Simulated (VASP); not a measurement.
Wanted: the native input for a VASP 6.6.1 run.

```yaml
Task: single point
Functional: PBE
Potentials_or_basis: VASP PAW PBE potentials, release 64 (Be, S)
Cutoff: 600 eV
k_mesh: 8 × 8 × 8
Occupations: gaussian, width 0.02 eV
Spin: no spin polarisation
Dipole_correction: no
Further_INCAR_settings: ALGO = Normal; EDIFF = 1e-06; NBANDS = 11
```

The structure of BeS (m.b) lies in POSCAR:

```
BeS
1.0
    0.0000000000      2.4378857518      2.4378857518
    2.4378857518      0.0000000000      2.4378857518
    2.4378857518      2.4378857518      0.0000000000
Be S
1 1
Direct
    0.0000000000      0.0000000000      0.0000000000
    0.2500000000      0.2500000000      0.2500000000
```

The input as run:

INCAR

```
PREC     = Accurate       # precision mode
ENCUT    = 600            # plane-wave cutoff, eV
EDIFF    = 1E-6           # SCF threshold, eV
ISMEAR   = 0              # smearing method
SIGMA    = 0.02           # smearing width, eV
LREAL    = F              # projectors in reciprocal space
LASPH    = T              # aspherical terms in the spheres
NELM     = 120            # most SCF steps
ALGO     = Normal         # electronic algorithm
ISIF     = 2              # what is computed and relaxed
LWAVE    = F              # write WAVECAR
LCHARG   = F              # write CHGCAR
GGA      = PE             # functional
NBANDS   = 11             # bands
GGA_COMPAT= F
```

KPOINTS

```
regular mesh
0
Gamma
  8 8 8
```

Potentials or basis: VASP PAW PBE potentials, release 64 (Be, S).

The run is started by

```console
$ cat potpaw_PBE.64/Be/POTCAR potpaw_PBE.64/S/POTCAR > POTCAR
$ mpirun -np 1 vasp_std > vasp.out
```

It gave:

```yaml
Pressure: 0.1 GPa
Band_gap_on_the_k_mesh: 3.15 eV, indirect (least direct gap 5.68 eV)
```

Wall time 20 s on 1 thread of Intel Xeon 8259CL, on a shared host, peak memory 0.15 GiB.
